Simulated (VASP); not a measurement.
Runs of VASP 6.6.1 on O2. The cell holds a molecule in a box, 2 atoms: a = 12.000 Å, b = 12.500 Å, c = 13.000 Å, α = 90.00°, β = 90.00°, γ = 90.00°. 

```csv
level,potentials or basis,moment (μB),largest force (eV/Å)
LDA,"VASP PAW LDA potentials, release 64 (O)",2.00,(a)
PBE,"VASP PAW PBE potentials, release 64 (O)",2.00,1.08
PBEsol,"VASP PAW PBE potentials, release 64 (O)",2.00,1.30
r2SCAN,"VASP PAW PBE potentials, release 64 (O)",2.00,1.38
```

Alike in all rows: task single point; spin collinear, ferromagnetic start; fixed moment (μB) 2.0; cell as given; k mesh 1 × 1 × 1; cutoff (eV) 520; smearing gaussian 0.01 eV.

Q: Fill in the values left out.

A: (a) 1.72.

Caveats: the standard files for N, O and F lose accuracy on very short bonds; the total moment is fixed, so each spin has its own Fermi level; the PAW data sets were made with another functional, which shifts forces and pressure a little (some runs).
